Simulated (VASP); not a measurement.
Here is a VASP 6.6.1 calculation.

File INCAR:

```
  PREC = Accurate
  ENCUT = 520
  EDIFF = 1E-7
  ISMEAR = -1
  SIGMA = 0.05
  LREAL = Auto
  LASPH = T
  NELM = 80
  ALGO = Normal
  ISIF = 2
  LWAVE = F
  LCHARG = F
  GGA = PS
  NELECT = 314.0
  ISYM = 0
  NBANDS = 194
```

KPOINTS

```
Automatic mesh
0
Gamma
  1 1 1
  0.25 0.25 0.25
```

File POSCAR:

```
Li32F31
1.0
    8.0151850000      0.0000000000      0.0000000000
    0.0000000000      8.0151850000      0.0000000000
    0.0000000000      0.0000000000      8.0151850000
F Li
31 32
Direct
    0.2496790000      0.0001600000      0.9998100000
    0.2496890000      0.0001720000      0.4998300000
    0.2496670000      0.5001690000      0.9998500000
    0.7496770000      0.0001690000      0.9998540000
    0.7497210000      0.0001450000      0.4998830000
    0.7496580000      0.5001590000      0.9998370000
    0.7496690000      0.5001810000      0.4998800000
    0.9982770000      0.2487420000      0.9998510000
    0.9922980000      0.2427850000      0.4998030000
    0.9982800000      0.7515250000      0.9998220000
    0.9922930000      0.7575790000      0.4998640000
    0.5010550000      0.2487840000      0.9998340000
    0.5070680000      0.2427580000      0.4998570000
    0.5010780000      0.7515790000      0.9997950000
    0.5070710000      0.7575910000      0.4999530000
    0.9982550000      0.0001910000      0.2484400000
    0.9983040000      0.0001460000      0.7512500000
    0.9922710000      0.5000420000      0.2424650000
    0.9923200000      0.5001680000      0.7571910000
    0.5010940000      0.0001960000      0.2484390000
    0.5010840000      0.0001510000      0.7512610000
    0.5070610000      0.5001650000      0.2424470000
    0.5070410000      0.5002710000      0.7572040000
    0.2495710000      0.2427520000      0.2424450000
    0.2496910000      0.2427850000      0.7571870000
    0.2496790000      0.7576200000      0.2424060000
    0.2497630000      0.7575040000      0.7571640000
    0.7497070000      0.2487680000      0.2484590000
    0.7496940000      0.2487680000      0.7512500000
    0.7496810000      0.7515550000      0.2484640000
    0.7496630000      0.7515680000      0.7512630000
    0.0003110000      0.0001320000      0.9998530000
    0.9997540000      0.0001830000      0.4998490000
    0.9997280000      0.5001630000      0.9998340000
    0.0087600000      0.5000450000      0.4998230000
    0.4990400000      0.0001830000      0.9998570000
    0.4996180000      0.0001430000      0.4998370000
    0.4996100000      0.5002020000      0.9998150000
    0.4906100000      0.5003070000      0.4999170000
    0.2496690000      0.2502200000      0.9998420000
    0.2496640000      0.2592620000      0.4996990000
    0.2496660000      0.7500920000      0.9997870000
    0.2497310000      0.7411530000      0.4999710000
    0.7496470000      0.2507960000      0.9998510000
    0.7497020000      0.2502210000      0.4998750000
    0.7496970000      0.7495360000      0.9998590000
    0.7496740000      0.7500930000      0.4998630000
    0.2496790000      0.0001870000      0.2498890000
    0.2497130000      0.0001280000      0.7497630000
    0.2495510000      0.5000750000      0.2589670000
    0.2498050000      0.5002430000      0.7407580000
    0.7496560000      0.0001470000      0.2505070000
    0.7497230000      0.0001680000      0.7492050000
    0.7496930000      0.5001730000      0.2498980000
    0.7496620000      0.5001730000      0.7497600000
    0.0010330000      0.2515250000      0.2511980000
    0.0011590000      0.2515800000      0.7484620000
    0.0011550000      0.7487320000      0.2513610000
    0.0011120000      0.7486590000      0.7483410000
    0.4982590000      0.2516810000      0.2513130000
    0.4982220000      0.2515830000      0.7483620000
    0.4981350000      0.7486800000      0.2512600000
    0.4983380000      0.7488180000      0.7484640000
```

Potentials or basis: VASP PAW PBE potentials, release 64 (F, Li_sv).

Launch:

```sh
$ cat potpaw_PBE.64/F/POTCAR potpaw_PBE.64/Li_sv/POTCAR > POTCAR
$ mpirun -np 1 vasp_std > vasp.out
```

Question: Estimate the largest force.

Answer: 0.017 eV/Å.

Forces on the atoms (eV/Å):
```
F   -0.001  0.000  0.000
F   -0.001  0.000  0.000
F    0.000  0.000  0.000
F    0.000  0.000  0.000
F   -0.002  0.001 -0.001
F    0.000  0.000 -0.001
F   -0.001  0.000 -0.001
F    0.002  0.001 -0.002
F    0.012  0.010  0.001
F    0.004 -0.003  0.002
F    0.012 -0.011  0.000
F    0.000  0.001  0.000
F   -0.011  0.012 -0.001
F    0.000 -0.001  0.003
F   -0.011 -0.012 -0.004
F    0.004 -0.003  0.003
F    0.002  0.000 -0.001
F    0.013  0.004  0.010
F    0.011  0.000 -0.009
F   -0.001 -0.001  0.002
F    0.000  0.002 -0.001
F   -0.011  0.001  0.011
F   -0.010 -0.003 -0.010
F    0.003  0.013  0.011
F    0.000  0.011 -0.010
F    0.000 -0.013  0.012
F   -0.003 -0.010 -0.010
F   -0.001  0.001  0.001
F   -0.001  0.001 -0.001
F    0.002 -0.001  0.001
F    0.004 -0.002 -0.001
Li   0.003  0.000 -0.001
Li   0.002  0.001  0.000
Li   0.003  0.000 -0.001
Li   0.003  0.001  0.000
Li  -0.005  0.001 -0.001
Li  -0.005  0.002  0.000
Li  -0.005  0.000  0.000
Li  -0.001 -0.003 -0.001
Li  -0.001  0.005 -0.002
Li   0.001  0.000  0.003
Li  -0.001 -0.003  0.000
Li  -0.002 -0.004 -0.002
Li  -0.001  0.004 -0.001
Li  -0.002  0.004 -0.001
Li  -0.001 -0.003  0.000
Li  -0.001 -0.003 -0.001
Li  -0.001  0.000  0.003
Li  -0.001  0.002 -0.004
Li   0.001  0.002  0.001
Li  -0.002 -0.002 -0.002
Li  -0.001  0.001  0.003
Li  -0.002  0.001 -0.004
Li  -0.002  0.000  0.004
Li  -0.001  0.000 -0.004
Li   0.004  0.004  0.005
Li   0.004  0.003 -0.004
Li   0.005 -0.005  0.003
Li   0.004 -0.003 -0.001
Li  -0.002  0.002  0.002
Li   0.000  0.002 -0.001
Li  -0.001 -0.003  0.004
Li  -0.003 -0.004 -0.003
```

Caveat: the cell carries a net charge on a neutralising background, which shifts energy and pressure; the PAW data sets were made with another functional, which shifts forces and pressure a little.
